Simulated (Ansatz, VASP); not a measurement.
**ScAl3 in VASP and in Ansatz**

INCAR

```
  PREC = Accurate
  ENCUT = 520
  EDIFF = 1E-7
  ISMEAR = 0
  SIGMA = 0.15
  LREAL = False
  LASPH = True
  NELM = 100
  ALGO = Fast
  ISIF = 2
  LWAVE = False
  LCHARG = False
  GGA = PS
  NBANDS = 18
```

Contents of KPOINTS:

```
Automatic mesh
0
Gamma
  12 12 12
```

The input POSCAR:

```
ScAl3
1.0
    3.9084466715      0.0000000000      0.0000000000
    0.0000000000      3.9084466715      0.0000000000
    0.0000000000      0.0000000000      4.0712986161
Sc Al
1 3
Direct
    0.0000000000      0.0000000000      0.0000000000
    0.5000000000      0.0000000000      0.5000000000
    0.0000000000      0.5000000000      0.5000000000
    0.5000000000      0.5000000000      0.0000000000
```

Input for Ansatz:

```yaml
crystal:
  lattice:
    - [3.9084466715, 0.0, 0.0]
    - [0.0, 3.9084466715, 0.0]
    - [0.0, 0.0, 4.0712986161]
  atoms:
    - { symbol: Sc, position: [0.0, 0.0, 0.0] }
    - { symbol: Al, position: [0.5, 0.0, 0.5] }
    - { symbol: Al, position: [0.0, 0.5, 0.5] }
    - { symbol: Al, position: [0.5, 0.5, 0.0] }
basis:
  ecutwfc: 420
kpoints:
  mp_grid: { grid: [12, 12, 12] }
hamiltonian:
  xc: pbesol
scf:
  occupations: { method: gaussian, width: 0.15 }
output:
  forces: true
  stress: true
  eigenvalues: true
```

Change from the starting cell: strain -0.040 along x and y, +0.000 along z, atoms carried along.

Alike in both runs: task single point; functional PBEsol; k mesh 12 × 12 × 12; occupations gaussian, width 0.15 eV; no spin polarisation.

```csv
,VASP,Ansatz
version,VASP 6.6.1,Ansatz 0.2.0
potentials or method,"VASP PAW PBE potentials, release 64 (Sc_sv, Al), cutoff 520 eV","scalar-relativistic, plane waves, PAW"
valence electrons in the cell,20,20
```

```csv
,VASP,Ansatz,Ansatz less VASP
gap on the k mesh at the Fermi level (eV),none,none,-
pressure (GPa),9.2,9.0,-0.20
"traceless stress, the component that is largest in VASP (GPa)",-5.05,-5.03,+0.012
```

VASP's potentials were made for PBE, not for PBEsol. A gap of «none» marks a metal or a gap that the smearing closes.
